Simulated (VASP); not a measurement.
CaSe:

```
Ca Se
1.0
     0.00000    3.27956    3.27956
     3.27956    0.00000    3.27956
     3.27956    3.27956    0.00000
Ca Se
1 1
Direct
  0.00000 0.00000 0.00000
  0.25000 0.25000 0.25000
```

Base run:

```yaml
Program: VASP 6.6.1
Functional: r2SCANh
Potentials_or_basis: VASP PAW PBE potentials, release 64 (Ca_sv, Se)
Cutoff: 520 eV
k_mesh: 4 × 4 × 4
Occupations: gaussian, width 0.01 eV
Spin: no spin polarisation
```

Its results: band gap on the k mesh 4.22 eV (least direct gap 4.31 eV); pressure 0.1 GPa.

**Question.** The run is repeated on the same cell with these changes: functional from r2SCANh to HSE06; share of exact exchange from 0.1 to 0.25. What comes out?

**Answer.** Band gap on the k mesh 4.09 eV (least direct gap 4.17 eV); pressure 0.3 GPa.

Caveats: the structure was generated, so it needn't be the stable form of CaSe; the PAW data sets were made with another functional, which shifts forces and pressure a little.

A k mesh can miss the band edges.
